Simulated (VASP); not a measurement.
Runs of VASP 6.6.1 on ZrOs. The structure is that of space group Pm-3m (No. 221), or close to it. The cells are those of the table. 

```tsv
task	cell	gap on the mesh (eV)	pressure (GPa)
single point	a = 3.274 Å, 2 atoms	none	-9.2
single point	a = 3.306 Å, 2 atoms	none	(a)
single point	a = 3.252 Å, 2 atoms	none	(b)
single point	a = 3.285 Å, 2 atoms	none	-11.1
electric field gradients	a = 3.196 Å, 2 atoms	none	7.4
```

Alike in all rows: level LDA; potentials or basis VASP PAW LDA potentials, release 64 (Zr_sv, Os); no spin polarisation; k mesh 13 × 13 × 13; cutoff (eV) 520; smearing fermi-dirac 0.03 eV.

Q: Estimate the missing entries.

A: (a) -14.6; (b) -5.0.

Caveats: spin-orbit coupling is left out, which moves the levels of the heavy elements; the cell stands under tension (at least some runs); the cell stands under pressure (at least some runs).

A k mesh can miss the band edges, and the runs leave out spin-orbit coupling on Os, Zr.

A gap of «none» marks levels without a gap at the run's occupations.
